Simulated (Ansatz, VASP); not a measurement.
Two plane-wave programs on Lu

Contents of INCAR:

```
  PREC = Accurate
  ENCUT = 520
  EDIFF = 1E-6
  ISMEAR = -1
  SIGMA = 0.1
  LREAL = F
  LASPH = T
  NELM = 100
  ALGO = Normal
  ISIF = 2
  LWAVE = F
  LCHARG = F
  GGA = PS
  NBANDS = 18
```

Contents of KPOINTS:

```
Automatic mesh
0
Gamma
  11 11 11
```

Contents of POSCAR:

```
Lu
1.0
    3.0848693672      0.0000000000      0.0000000000
    0.0000000000      3.0848693672      0.0000000000
    0.0000000000      0.0000000000      3.0848693672
Lu
1
Direct
    0.0000000000      0.0000000000      0.0000000000
```

Input for Ansatz:

```yaml
crystal:
  lattice:
    - [3.0848693672, 0.0, 0.0]
    - [0.0, 3.0848693672, 0.0]
    - [0.0, 0.0, 3.0848693672]
  atoms:
    - { symbol: Lu, position: [0.0, 0.0, 0.0] }
hamiltonian:
  xc: pbesol
  pseudopotentials:
    kind: paw
    azcp:
      Lu: "pseudopotentials/Lu.paw.azcp"
basis:
  ecutwfc: 420
  fft_grid_basis: typed
kpoints:
  mp_grid: { grid: [11, 11, 11], shift: [0, 0, 0] }
magnetization:
  spin_polarized: false
scf:
  occupations: { method: fermi_dirac, width: 0.1 }
  lower_state_search: "off"
output:
  stress: true
  write_density: true
  write_potential: true
  elf: true
  volumetric_format: npy
```

Alike in both runs: task single point; functional PBEsol; k mesh 11 × 11 × 11; occupations fermi-dirac, width 0.1 eV; no spin polarisation.

|  | VASP | Ansatz |
| --- | --- | --- |
| version | VASP 6.6.1 | Ansatz 0.2.0 |
| potentials or method | VASP PAW PBE potentials, release 64 (Lu), cutoff 520 eV | plane waves (420 eV) with PAW, scalar-relativistic |
| valence electrons in the cell | 25 | 25 |

|  | VASP | Ansatz | Ansatz less VASP |
| --- | --- | --- | --- |
| pressure (GPa) | 1.6 | 1.4 | -0.16 |

VASP's potentials were made for PBE, not for PBEsol, and Ansatz warns of the same on its side.

Neither program's run includes spin-orbit coupling.
